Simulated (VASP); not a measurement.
Wanted: the native input for a VASP 6.6.1 run.

* Task: single point
* Functional: PBE
* Potentials or basis: VASP PAW PBE potentials, release 64 (Nb_sv, Ag, Se, S, O)
* Cutoff: 520 eV
* k mesh: 4 × 4 × 3
* Occupations: fermi-dirac, width 0.02 eV
* Spin: no spin polarisation
* Dipole correction: no
* Further INCAR settings: LREAL = Auto; ALGO = Normal; EDIFF = 1e-07; NBANDS = 95

The structure of NbAgSe2S2O5 lies in POSCAR:

```
NbAgSe2S2O5
1.0
    5.4065000000     -3.8960000000      0.0000000000
    5.4065000000      3.8960000000      0.0000000000
    0.0000000000      0.0000000000      7.3630000000
Nb Ag Se S O
2 2 4 4 10
Direct
    0.0000000000      0.0000000000      0.5000000000
    0.0000000000      0.0000000000      0.0000000000
    0.5000000000      0.5000000000      0.0000000000
    0.5000000000      0.5000000000      0.5000000000
    0.5306723410      0.0368384320      0.2500000000
    0.4693276590      0.9631615680      0.7500000000
    0.0368384320      0.5306723410      0.7500000000
    0.9631615680      0.4693276590      0.2500000000
    0.3493686245      0.3662684616      0.2500000000
    0.6506313755      0.6337315384      0.7500000000
    0.3662684616      0.3493686245      0.7500000000
    0.6337315384      0.6506313755      0.2500000000
    0.6972397199      0.0403927011      0.4381319009
    0.3027602801      0.9596072989      0.9381319009
    0.0403927011      0.6972397199      0.5618680991
    0.9596072989      0.3027602801      0.0618680991
    0.3027602801      0.9596072989      0.5618680991
    0.6972397199      0.0403927011      0.0618680991
    0.9596072989      0.3027602801      0.4381319009
    0.0403927011      0.6972397199      0.9381319009
    0.9205472264      0.0794527736      0.7500000000
    0.0794527736      0.9205472264      0.2500000000
```

One way to write it, as run:

INCAR

```
  PREC = Accurate
  ENCUT = 520
  EDIFF = 1E-7
  ISMEAR = -1
  SIGMA = 0.02
  LREAL = Auto
  LASPH = T
  NELM = 100
  ALGO = Normal
  ISIF = 2
  LWAVE = F
  LCHARG = T
  GGA = PE
  LELF = T
  LVHAR = T
  NBANDS = 95
```

KPOINTS

```
regular mesh
0
Gamma
  4 4 3
```

Potentials or basis: VASP PAW PBE potentials, release 64 (Nb_sv, Ag, Se, S, O).

Command:

```sh
$ cat potpaw_PBE.64/Nb_sv/POTCAR potpaw_PBE.64/Ag/POTCAR potpaw_PBE.64/Se/POTCAR potpaw_PBE.64/S/POTCAR potpaw_PBE.64/O/POTCAR > POTCAR
$ mpirun -np 1 vasp_std > vasp.out
```

Results of the run:

| Item | Value |
| --- | --- |
| Pressure | 15.4 GPa |
| Largest force | 0.180 eV/Å |
| Band gap on the k mesh | 0.15 eV |

Caveat: the stress differs along the axes, from 12 to 19 GPa; semilocal functionals underestimate gaps, and a narrow one can read as zero.

It took 15 min on 1 thread of Intel(R) Xeon(R) Platinum 8375C CPU @ 2.90GHz (Ice Lake), on a shared host, peak memory 0.53 GiB.
